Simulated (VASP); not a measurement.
A run of VASP 6.6.1:

The input INCAR:

```
  PREC = Accurate
  ENCUT = 520
  EDIFF = 1E-7
  ISMEAR = 0
  SIGMA = 0.1
  LREAL = F
  LASPH = T
  NELM = 150
  ALGO = Fast
  ISIF = 2
  LWAVE = F
  LCHARG = T
  ISPIN = 2
  MAGMOM = 3.13 0.75 0.75 0.75
  LORBIT = 11
  LMAXMIX = 4
  GGA = PS
  LELF = T
  LVHAR = T
  NBANDS = 31
```

The input KPOINTS:

```
regular mesh
0
Gamma
  12 12 12
```

POSCAR

```
FeNi3
1.0
    3.6014432775      0.0000000000      0.0000000000
    0.0000000000      3.6014432775      0.0000000000
    0.0000000000      0.0000000000      3.6014432775
Fe Ni
1 3
Direct
    0.0000000000      0.0000000000      0.0000000000
    0.0000000000      0.5000000000      0.5000000000
    0.5000000000      0.0000000000      0.5000000000
    0.5000000000      0.5000000000      0.0000000000
```

Potentials or basis: VASP PAW PBE potentials, release 64 (Fe, Ni).

Command:

```console
$ cat potpaw_PBE.64/Fe/POTCAR potpaw_PBE.64/Ni/POTCAR > POTCAR
$ mpirun -np 1 vasp_std > vasp.out
```

Hardware: 1 thread of Intel(R) Xeon(R) Platinum 8559C (Emerald Rapids), with other jobs on the host.

Question: Estimate the wall time of this run.

Answer: It took 3.2 min on 1 thread of Intel(R) Xeon(R) Platinum 8559C (Emerald Rapids) (shared host), peak memory 0.31 GiB. Counts: scf iterations 18, k points 84.
